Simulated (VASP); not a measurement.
Input of a VASP 6.6.1 run:

File INCAR:

```
ALGO = Normal
EDIFF = 1E-6
ENCUT = 520
GGA = PS
ISIF = 2
ISMEAR = 0
LASPH = T
LCHARG = T
LELF = T
LREAL = F
LVHAR = T
LWAVE = F
NBANDS = 16
NELM = 60
PREC = Accurate
SIGMA = 0.15
```

Contents of KPOINTS:

```
k-points
0
Gamma
  18 18 16
```

POSCAR

```
WC
1.0
    2.9005014360      0.0000000000      0.0000000000
   -1.4502507180      2.5119079273      0.0000000000
    0.0000000000      0.0000000000      2.8290000000
W C
1 1
Direct
    0.0000000000      0.0000000000     -0.1590668081
    0.6666666667      0.3333333333      0.5000000000
```

Potentials or basis: VASP PAW PBE potentials, release 64 (W_sv, C).

The run is started by

```sh
$ cat potpaw_PBE.64/W_sv/POTCAR potpaw_PBE.64/C/POTCAR > POTCAR
$ mpirun -np 1 vasp_std > vasp.out
```

Q: Predict the pressure.

A: 45.2 GPa.

Q: What does it give for the band gap on the k mesh?

A: Zero (bands 9 and 10 overlap by 2.76 eV).

Forces in eV/Å, atoms in the order of the input:
```
W    0.000  0.000  7.611
C    0.000  0.000 -7.611
```

Caveat: the cell differs from its parent crystal (atom 1 (W) moved by (+0.000, -0.450) A along y and z); the stress differs along the axes, from 38 to 49 GPa; the PAW data sets were made with another functional, which shifts forces and pressure a little; spin-orbit coupling is left out, which moves the levels of the heavy elements.
